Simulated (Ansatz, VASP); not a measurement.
**Mg2B in VASP and in Ansatz**

```
CELL_PARAMETERS angstrom
0.00000 3.83630 3.83630
3.83630 0.00000 3.83630
3.83630 3.83630 0.00000
ATOMIC_POSITIONS crystal
Mg 0.12500 0.12500 0.12500
Mg 0.62500 0.12500 0.12500
Mg 0.12500 0.12500 0.62500
Mg 0.12500 0.62500 0.12500
B 0.50000 0.50000 0.50000
B 0.75000 0.75000 0.75000
```

Alike in both runs: functional PBE; k mesh 8 × 8 × 8; occupations gaussian, width 0.1 eV; no spin polarisation.

Ansatz relaxed the structure, and its values are those at the end. VASP's run is a single point on that final structure, the one shown.

|  | VASP | Ansatz |
| --- | --- | --- |
| version | VASP 6.6.1 | Ansatz 0.2.0 |
| potentials or method | VASP PAW PBE potentials, release 64 (Mg, B), cutoff 520 eV | scalar-relativistic, plane waves, PAW |
| valence electrons in the cell | 14 | 46 |

|  | VASP | Ansatz | Ansatz less VASP |
| --- | --- | --- | --- |
| gap on the k mesh at the Fermi level (eV) | none | none | - |
| pressure (GPa) | 0.0 | 0.0 | +0.03 |

A gap of «none» marks a metal or a gap that the smearing closes. With one functional, cell and mesh, what is left measures potentials, basis and numerics. VASP's potentials hold 14 valence electrons a cell and Ansatz's 46, so a difference there can come from the potentials and not from the codes.
